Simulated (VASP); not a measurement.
# NaH (Fm-3m) in VASP: density of states with PBE

Aim: the density of states of NaH with PBE.

All numbers are computed with VASP 6.6.1; they aren't measurements. Logs are shortened: lines on timing, memory, paths and dates and some standing lists are left out, and cuts for length are marked.

## Step 1: The cell of the first run

The structure is cubic, space group Fm-3m (No. 225). The conventional cell has a = 4.880 Å, b = 4.880 Å, c = 4.880 Å, α = 90.00°, β = 90.00°, γ = 90.00°. Within 3.2 Å of Na (site symmetry m-3m) lie 6 H at 2.44 Å. H (site symmetry m-3m) has 6 Na at 2.44 Å within 3.2 Å.

## Step 2: Density of states, PBE

Input file POSCAR:

```
NaH
1.0
    0.0000000000      2.4400000000      2.4400000000
    2.4400000000      0.0000000000      2.4400000000
    2.4400000000      2.4400000000      0.0000000000
Na H
1 1
Direct
    0.0000000000      0.0000000000      0.0000000000
    0.5000000000      0.5000000000      0.5000000000
```

Input file INCAR.step1:

```
PREC = Accurate
ENCUT = 520
EDIFF = 1E-6
ISMEAR = 0
SIGMA = 0.05
LREAL = False
LASPH = True
NELM = 80
ALGO = Normal
ISIF = 2
LWAVE = False
LCHARG = True
GGA = PE
NBANDS = 11
```

Input file KPOINTS.step1:

```
regular mesh
0
Gamma
  12 12 12
```

Input file INCAR.step2:

```
PREC = Accurate
ENCUT = 520
EDIFF = 1E-6
ISMEAR = -5
SIGMA = 0.05
LREAL = False
LASPH = True
NELM = 80
ALGO = Normal
ISIF = 2
LWAVE = False
LCHARG = False
GGA = PE
LORBIT = 11
NBANDS = 11
NEDOS = 2001
ICHARG = 11
```

Input file KPOINTS.step2:

```
regular mesh
0
Gamma
  18 18 18
```

Potentials or basis: VASP PAW PBE potentials, release 64 (Na_pv, H).

Started as:

```
> cat potpaw_PBE.64/Na_pv/POTCAR potpaw_PBE.64/H/POTCAR > POTCAR
> cp INCAR.step1 INCAR
> cp KPOINTS.step1 KPOINTS
> mpirun -np 1 vasp_std > vasp.out
> cp INCAR.step2 INCAR
> cp KPOINTS.step2 KPOINTS
> mpirun -np 1 vasp_std > vasp.out
```

OUTCAR:

```text
PREC = Accurate
   ENCUT = 520
   EDIFF = 1E-6
   ISMEAR = -5
   LREAL = False
   LASPH = True
   NELM = 80
   ISIF = 2
   GGA = PE
   LORBIT = 11
   ICHARG = 11

 ion  position               nearest neighbor table
   1  0.000  0.000  0.000-
   2  0.500  0.500  0.500-

  LATTYP: Found a face centered cubic cell.
 ALAT       =     4.8800000000

  Lattice vectors:

 A1 = (   0.0000000000,   2.4400000000,   2.4400000000)
 A2 = (   2.4400000000,   0.0000000000,   2.4400000000)
 A3 = (   2.4400000000,   2.4400000000,   0.0000000000)

Analysis of symmetry for initial positions (statically):
=====================================================================
 Subroutine PRICEL returns:
 Original cell was already a primitive cell.

 Routine SETGRP: Setting up the symmetry group for a
 face centered cubic supercell.

 Subroutine GETGRP returns: Found 48 space group operations
 (whereof 48 operations were pure point group operations)
 out of a pool of 48 trial point group operations.

The static configuration has the point symmetry O_h .

Analysis of symmetry for dynamics (positions and initial velocities):
=====================================================================
 Subroutine PRICEL returns:
 Original cell was already a primitive cell.

 Routine SETGRP: Setting up the symmetry group for a
 face centered cubic supercell.

 Subroutine GETGRP returns: Found 48 space group operations
 (whereof 48 operations were pure point group operations)
 out of a pool of 48 trial point group operations.

The dynamic configuration has the point symmetry O_h .

 Subroutine INISYM returns: Found 48 space group operations
 (whereof 48 operations are pure point group operations),
 and found     1 'primitive' translations

----------------------------------------------------------------------------------------

                                     Primitive cell

  volume of cell :      29.0536

  direct lattice vectors                    reciprocal lattice vectors
     0.000000000  2.440000000  2.440000000    -0.204918033  0.204918033  0.204918033
     2.440000000  0.000000000  2.440000000     0.204918033 -0.204918033  0.204918033
     2.440000000  2.440000000  0.000000000     0.204918033  0.204918033 -0.204918033

  length of vectors
[... 91 lines left out ...]
   ISYM   =      2    0-nonsym 1-usesym 2-fastsym
   POTIM  = 0.5000    time-step for ionic-motion
   TEBEG  =    0.0;   TEEND  =   0.0 temperature during run
   PSTRESS=    0.0 pullay stress
   NELECT =       8.0000    total number of electrons
   NUPDOWN=      -1.0000    fix difference up-down
   EMIN   =  10.00;   EMAX   =-10.00  energy-range for DOS
   EFERMI =   0.00;   METHOD = LEGACY
   ISMEAR =    -5;   SIGMA  =   0.05  broadening in eV -4-tet -1-fermi 0-gaus
   EFERMI_NEDOS =   21; number of points for ismear=-14 and -15
   IALGO  =     38    algorithm
   IMIX   =      4    mixing-type and parameters
     AMIX     =   0.40;   BMIX     =  1.00
     AMIX_MAG =   1.60;   BMIX_MAG =  1.00
  volume/ion in A,a.u.               =      14.53        98.03
  Fermi-wavevector in a.u.,A,eV,Ry     =   1.065054  2.012660 15.433636  1.134340
  Thomas-Fermi vector in A             =   2.200593
   LORBIT       =     11    0 simple, 1 ext, 2 COOP (PROOUT), +10 PAW based schemes
   GGA     = PE    functional components
   LHFCALC =     F    Hartree Fock is set to
   AEXX    =    0.0000 exact exchange contribution
   IVDW    =     0    specifies the selected vdW correction
   LEPSILON=     F    determine dielectric tensor
   LRPA    =     F    only Hartree local field effects (RPA)
 non-spin polarized calculation
 Fermi weights with tetrahedron method with Bloechl corrections
  energy-cutoff  :      520.00
  volume of cell :       29.05
 maximum number of plane-waves:       801
 NGX is ok and might be reduce to    28

 number of electron       8.0000008 magnetization

 Free energy of the ion-electron system (eV)
  ---------------------------------------------------
  ext. energy  EPLUGINS =         0.00000000
  ---------------------------------------------------
  free energy    TOTEN  =        -5.08604116 eV

  energy without entropy =       -5.08604116  energy(sigma->0) =       -5.08604116

 E-fermi :  -1.2047     XC(G=0):  -7.6722

 val. band max:       -1.2104192752   @ k =  -0.2778   0.5000   0.2222
 cond. band min:       2.5067671865   @ k =   0.5000   0.0000   0.0000
 fundamental gap:      3.7171864617
 Fermi energy:        -1.2046929603

 k-point     1 :       0.0000    0.0000    0.0000
  band No.  band energies     occupation
      1     -23.3596      2.00000
      2     -23.3596      2.00000
      3     -23.3596      2.00000
      4      -4.7405      2.00000
      5       8.9585      0.00000
      6      14.1803      0.00000
      7      14.1803      0.00000
      8      14.1803      0.00000
      9      14.9678      0.00000
     10      14.9678      0.00000
     11      14.9678      0.00000
[... 309 lines left out ...]
 k-point    24 :      -0.2222    0.0556    0.0000
  band No.  band energies     occupation
      1     -23.4000      2.00000
      2     -23.3672      2.00000
      3     -23.3637      2.00000
      4      -3.7618      2.00000
      5       6.0666      0.00000
      6       9.7866      0.00000
      7      12.3885      0.00000
      8      13.1856      0.00000
      9      15.4315      0.00000
     10      16.2127      0.00000
     11      17.5629      0.00000

 [... further k-points ...]
[... 5 lines left out ...]
  --------------------------------------------------------------------------------------
  -------------------------------------------------------------------------------------
  Total       -0.1249064     -0.1249064     -0.1249064      0.0000000      0.0000000     -0.0000000
  in kB       -6.8880421     -6.8880421     -6.8880421      0.0000000      0.0000000     -0.0000000
  external PRESSURE =      -6.8880421 kB  Pullay stress =       0.0000000 kB

 VOLUME and BASIS-vectors are now :
 -----------------------------------------------------------------------------
  energy-cutoff  :      520.00
  volume of cell :       29.05
      direct lattice vectors                 reciprocal lattice vectors
     0.000000000  2.440000000  2.440000000    -0.204918033  0.204918033  0.204918033
     2.440000000  0.000000000  2.440000000     0.204918033 -0.204918033  0.204918033
     2.440000000  2.440000000  0.000000000     0.204918033  0.204918033 -0.204918033

 POSITION                                       TOTAL-FORCE (eV/Angst)
 -----------------------------------------------------------------------------------
      0.00000      0.00000      0.00000        -0.000000      0.000000      0.000000
      2.44000      2.44000      2.44000         0.000000     -0.000000     -0.000000
 -----------------------------------------------------------------------------------
    total drift:                               -0.000000     -0.000000     -0.000000

  FREE ENERGIE OF THE ION-ELECTRON SYSTEM (eV)
  ---------------------------------------------------
  free  energy   TOTEN  =        -5.0860411625 eV

  energy  without entropy=       -5.0860411625  energy(sigma->0) =       -5.08604116

 total charge

# of ion       s       p       d       tot
------------------------------------------
    1        0.058   5.985   0.000   6.043
    2        0.511   0.000   0.000   0.512
--------------------------------------------------
tot          0.570   5.985   0.000   6.555
```

It used 38 s of CPU time on 1 thread of Intel Xeon 6975P-C, on a shared host.

Results:

- Valence electrons inside the program's atomic spheres: Na 6.04; H 0.51

Levels at points of the mesh, in eV from the valence-band top:
| k point | band 1 | band 2 | band 3 | band 4 | band 5 | band 6 | band 7 | band 8 | band 9 |
| --- | --- | --- | --- | --- | --- | --- | --- | --- | --- |
| (0.00, 0.00, 0.00) | -22.15 | -22.15 | -22.15 | -3.53 | 10.17 | 15.39 | 15.39 | 15.39 | 16.18 |
| (0.50, 0.00, 0.00) | -22.23 | -22.16 | -22.16 | -0.84 | 3.72 | 10.59 | 13.21 | 13.21 | 16.07 |
| (0.50, 0.50, 0.00) | -22.22 | -22.18 | -22.18 | -0.16 | 4.59 | 9.93 | 10.50 | 10.50 | 11.47 |
